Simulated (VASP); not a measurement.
## Na: single point with PBEsol

Crystal: Na.

```
Na
1.0
     0.00000   -3.72714    0.00000
    -3.72714    0.00000    0.00000
     0.00000    0.00000   -5.22418
Na
2
Direct
  0.50000 0.55473 0.54033
  0.00000 0.94527 0.95967
```

This cell differs from its parent crystal: atoms displaced along several vibrational modes.

```yaml
Program: VASP 6.6.1
Task: single point
Functional: PBEsol
Potentials_or_basis: VASP PAW PBE potentials, release 64 (Na_pv)
Cutoff: 520 eV
k_mesh: 12 × 12 × 10
Occupations: gaussian, width 0.15 eV
Spin: no spin polarisation
```

```
Pressure               : 0.5 GPa
Largest force          : 0.409 eV/Å
Band gap on the k mesh : zero (bands 7 and 8 overlap by 4.39 eV)
```

Forces on the atoms (eV/Å):
```
Na   0.188  0.000  0.364
Na  -0.188  0.000 -0.364
```

Stress tensor (GPa, compression positive):
```
0.21 0.00 0.48
0.00 0.64 0.00
0.48 0.00 0.53
```

Levels at points of the mesh, in eV from the Fermi level:
| k point | band 5 | band 6 | band 7 | band 8 | band 9 | band 10 |
| --- | --- | --- | --- | --- | --- | --- |
| (0.00, 0.00, 0.00) | -24.80 | -24.80 | -3.33 | 1.90 | 2.37 | 6.24 |
| (0.50, 0.00, 0.00) | -24.81 | -24.81 | -0.61 | -0.61 | 4.35 | 4.35 |
| (0.00, 0.50, 0.00) | -24.81 | -24.81 | -0.65 | -0.57 | 4.27 | 4.44 |
| (0.50, 0.50, 0.00) | -24.81 | -24.81 | 1.74 | 1.74 | 2.30 | 2.30 |
| (0.00, 0.00, 0.50) | -24.81 | -24.80 | -2.14 | -1.68 | 7.16 | 7.82 |
| (0.50, 0.00, 0.50) | -24.81 | -24.81 | 0.46 | 0.46 | 1.09 | 1.09 |
| (0.00, 0.50, 0.50) | -24.81 | -24.81 | 0.46 | 0.47 | 1.03 | 1.12 |
| (0.50, 0.50, 0.50) | -24.81 | -24.81 | 2.71 | 2.71 | 3.05 | 3.05 |

It took 2 min on 1 thread of AMD EPYC 9R45 96-Core Processor (Zen 5), on a shared host, peak memory 0.38 GiB.

Caveat: the cell differs from its parent crystal (atoms displaced along several vibrational modes); the PAW data sets were made with another functional, which shifts forces and pressure a little.
